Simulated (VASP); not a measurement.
**InP: relaxation of cell and atoms with LDA**

Crystal: InP.

```
In P
1.0
     0.00000    2.95198    2.95198
     2.95198    0.00000    2.95198
     2.95198    2.95198    0.00000
In P
1 1
Direct
  0.00000 0.00000 0.00000
  0.75000 0.75000 0.75000
```

```
Program                : VASP 6.6.1
Task                   : relaxation of cell and atoms
Functional             : LDA
Potentials or basis    : VASP PAW LDA potentials, release 64 (In_d, P)
Cutoff                 : 500 eV
k mesh                 : 10 × 10 × 10
Occupations            : gaussian, width 0.02 eV
Spin                   : no spin polarisation
Dipole correction      : no
Further INCAR settings : ALGO = Normal; EDIFF = 1e-07; IBRION = 2; EDIFFG = -0.005; NSW = 100; ISIF = 3
```

```
Relaxed volume                         : 24.74 Å³/atom
Relaxed cell                           : a = 4.121 Å, b = 4.121 Å, c = 4.121 Å, α = 60.00°, β = 60.00°, γ = 60.00°
Space group after relaxing (to 0.05 Å) : F-43m (No. 216)
Energy gained by relaxing              : 8.1 meV/atom
Ionic steps                            : 3
Pressure after relaxing                : 0.0 GPa
Band gap on the k mesh                 : 0.60 eV, direct
```

Step by step:
| step | energy change (eV) | largest force (eV/Å) | pressure (GPa) | volume (Å³) |
| --- | --- | --- | --- | --- |
| 1 | 0.0000 | 0.0000 | -2.55 | 51.45 |
| 2 | -0.0113 | 0.0000 | 1.57 | 48.45 |
| 3 | -0.0162 | 0.0000 | -0.02 | 49.48 |

Final structure:
```yaml
crystal:
  lattice:
    - [0.00000, 2.91393, 2.91393]
    - [2.91393, 0.00000, 2.91393]
    - [2.91393, 2.91393, 0.00000]
  atoms:
    - { symbol: In, position: [0.00000, 0.00000, 0.00000] }
    - { symbol: P, position: [0.75000, 0.75000, 0.75000] }
```

Levels at points of the mesh, in eV from the valence-band top:
| k point | band 6 | band 7 | band 8 | band 9 | band 10 | band 11 | band 12 | band 13 |
| --- | --- | --- | --- | --- | --- | --- | --- | --- |
| (0.00, 0.00, 0.00) | -11.66 | 0.00 | 0.00 | 0.00 | 0.60 | 3.96 | 3.96 | 3.96 |
| (0.50, 0.00, 0.00) | -9.85 | -5.92 | -1.02 | -1.02 | 1.37 | 4.71 | 4.71 | 6.93 |
| (0.50, 0.50, 0.00) | -9.16 | -5.93 | -2.42 | -2.42 | 1.57 | 2.12 | 9.10 | 9.55 |

Wall time 27 s on 1 thread of Intel(R) Xeon(R) 6975P-C (Granite Rapids) (shared host), peak memory 0.17 GiB.

Caveat: spin-orbit coupling is left out, which moves the levels of the heavy elements.
